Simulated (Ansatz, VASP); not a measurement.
**One calculation of SrVO3, two programs**

```xyz
5
Lattice="3.8980 0.0000 0.0000 0.0000 3.8980 0.0000 0.0000 0.0000 3.8980" Properties=species:S:1:pos:R:3 pbc="T T T"
Sr    1.9490    1.9490    1.9490
V     0.0000    0.0000    0.0000
O     1.9490    0.0000    0.0000
O     0.0000    1.9490    0.0000
O     0.0000    0.0000    1.9490
```

Alike in both runs: task single point; functional PBE; k mesh 6 × 6 × 6; occupations gaussian, width 0.05 eV; collinear spin; Hubbard terms V d U = 3.25 eV.

|  | VASP | Ansatz |
| --- | --- | --- |
| version | VASP 6.6.1 | Ansatz 0.2.0 |
| potentials or method | VASP PAW PBE potentials, release 64 (Sr_sv, V_sv, O), cutoff 520 eV | scalar-relativistic, plane waves, PAW |
| valence electrons in the cell | 41 | 41 |

Ansatz gave:

```
gap on the k mesh at the Fermi level (eV)                     : none
pressure (GPa)                                                : -0.6
net moment per atom (μB)                                      : 0.20
size of the moment on the site where the two differ most (μB) : 0.86
```

Problem. What did VASP give for the same quantities?

Solution. gap on the k mesh at the Fermi level (eV): none; pressure (GPa): 0.1; net moment per atom (μB): 0.20; size of the moment on the site where the two differ most (μB): 1.13.

Site moments also hang on the region over which each program counts them. The programs project onto different local orbitals, so the same U acts differently, and such runs can settle in different states. A gap of «none» marks a metal or a gap that the smearing closes. Ansatz's warnings: filled band counts differ across k points, symmetry narrowed by occupation matrices.
